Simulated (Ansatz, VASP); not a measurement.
**Na2Al2O in VASP and in Ansatz**

```
Na Al O
1.0
     2.20712    1.27428    6.58372
    -2.20712    1.27428    6.58372
     0.00000   -2.54856    6.58372
Na Al O
2 2 1
Direct
  0.61314 0.61314 0.61314
  0.38686 0.38686 0.38686
  0.18703 0.18703 0.18703
  0.81297 0.81297 0.81297
  0.50000 0.50000 0.50000
```

Alike in both runs: functional PBE; k mesh 6 × 6 × 6; occupations gaussian, width 0.1 eV; no spin polarisation.

Ansatz relaxed the structure, and its values are those at the end. VASP's run is a single point on that final structure, the one shown.

|  | VASP | Ansatz |
| --- | --- | --- |
| version | VASP 6.6.1 | Ansatz 0.2.0 |
| potentials or method | VASP PAW PBE potentials, release 64 (Na_pv, Al, O), cutoff 520 eV | scalar-relativistic, plane waves, PAW |
| valence electrons in the cell | 26 | 30 |

Ansatz gave:

```
gap on the k mesh at the Fermi level (eV) : none
pressure (GPa)                            : -0.2
rms of the force components (eV/Å)        : 0.005
```

What did VASP give for the same quantities?

gap on the k mesh at the Fermi level (eV): none; pressure (GPa): -0.2; rms of the force components (eV/Å): 0.008.

A gap of «none» marks a metal or a gap that the smearing closes. VASP's potentials hold 26 valence electrons a cell and Ansatz's 30, so a difference there can come from the potentials and not from the codes.
